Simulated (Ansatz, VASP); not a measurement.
CuNi2 in VASP and in Ansatz

```xyz
6
Lattice="2.4998 0.0000 0.0000 -1.2499 2.1649 0.0000 0.0000 0.0000 12.4412" Properties=species:S:1:pos:R:3 pbc="T T T"
Cu    0.0000    1.4433    3.1103
Cu    1.2499    0.7216    9.3309
Ni    0.0000    1.4433   11.4313
Ni    0.0000    1.4433    7.2305
Ni    1.2499    0.7216    1.0099
Ni    1.2499    0.7216    5.2107
```

Alike in both runs: task single point; functional PBE; k mesh 18 × 18 × 4; occupations gaussian, width 0.1 eV; collinear spin.

|  | VASP | Ansatz |
| --- | --- | --- |
| version | VASP 6.6.1 | Ansatz 0.2.0 |
| potentials or method | VASP PAW PBE potentials, release 64 (Cu, Ni), cutoff 520 eV | scalar-relativistic, plane waves, PAW |
| valence electrons in the cell | 62 | 110 |

```tsv
	VASP	Ansatz	Ansatz less VASP
gap on the k mesh at the Fermi level (eV)	none	none	-
pressure (GPa)	0.2	0.0	-0.17
net moment per atom (μB)	0.30	0.31	+0.008
size of the moment on the site where the two differ most (μB)	0.47	0.50	+0.031
```

Site moments also hang on the region over which each program counts them. A gap of «none» marks a metal or a gap that the smearing closes. VASP's potentials hold 62 valence electrons a cell and Ansatz's 110, so a difference there can come from the potentials and not from the codes. Ansatz's warnings: stability check not made.
